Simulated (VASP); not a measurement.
Al, 4 atoms in the cell. It takes space group P6_3/mmc (No. 194, hexagonal). Conventional cell: a = 2.969 Å, b = 2.969 Å, c = 9.854 Å, α = 90.00°, β = 90.00°, γ = 120.00°. Al (site symmetry -3m) has 12 Al at 2.97 to 3.00 Å within 3.9 Å. Al (site symmetry -6m2) has 12 Al at 2.97 to 3.00 Å within 3.9 Å.  This cell differs from its parent crystal: volume scaled by 1.12.

```yaml
Program: VASP 6.6.1
Task: single point
Functional: revPBE
Potentials_or_basis: VASP PAW PBE potentials, release 64 (Al)
Cutoff: 520 eV
k_mesh: 14 × 14 × 4
Occupations: fermi-dirac, width 0.1 eV
Spin: no spin polarisation
Dipole_correction: no
Further_INCAR_settings: ALGO = Normal; EDIFF = 1e-06; NBANDS = 14
```

Potentials or basis: VASP PAW PBE potentials, release 64 (Al).

Run with:

```console
$ cat potpaw_PBE.64/Al/POTCAR > POTCAR
$ mpirun -np 1 vasp_std > vasp.out
```

Hardware: 1 thread of Intel(R) Xeon(R) Platinum 8259CL CPU @ 2.50GHz (Skylake/Cascade Lake) (shared host).

Problem. How long does it take, and how much memory?

Solution. Run time: 37 s on 1 thread of Intel(R) Xeon(R) Platinum 8259CL CPU @ 2.50GHz (Skylake/Cascade Lake) (shared host), peak memory 0.22 GiB. Counts: scf iterations 10, k points 72.
